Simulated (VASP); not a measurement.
The system is SrO.

```
Sr O
1.0
     0.00000    2.47747    2.47747
     2.47747    0.00000    2.47747
     2.47747    2.47747    0.00000
Sr O
1 1
Direct
  0.00000 0.00000 0.00000
  0.50000 0.50000 0.50000
```

This cell differs from its parent crystal: strain -4.0%.

Program: VASP 6.6.1. Alike in all runs: task single point; potentials or basis VASP PAW PBE potentials, release 64 (Sr_sv, O); no spin polarisation; cell as given; cutoff (eV) 520. Hardware: 1 thread of Intel(R) Xeon(R) Platinum 8375C CPU @ 2.90GHz (Ice Lake), with other jobs on the host.

Order these runs on this cell by their wall time, lowest first.
A. level r2SCAN; k mesh 8 × 8 × 8; smearing gaussian 0.01 eV
B. level HSE06; k mesh 6 × 6 × 6; smearing gaussian 0.01 eV; grid for exact exchange (PRECFOCK) Normal; screening parameter 0.2079 1/Å
C. level PBE; k mesh 8 × 8 × 8; smearing fermi-dirac 0.02 eV

C (13 s), A (53 s), B (1400 s).
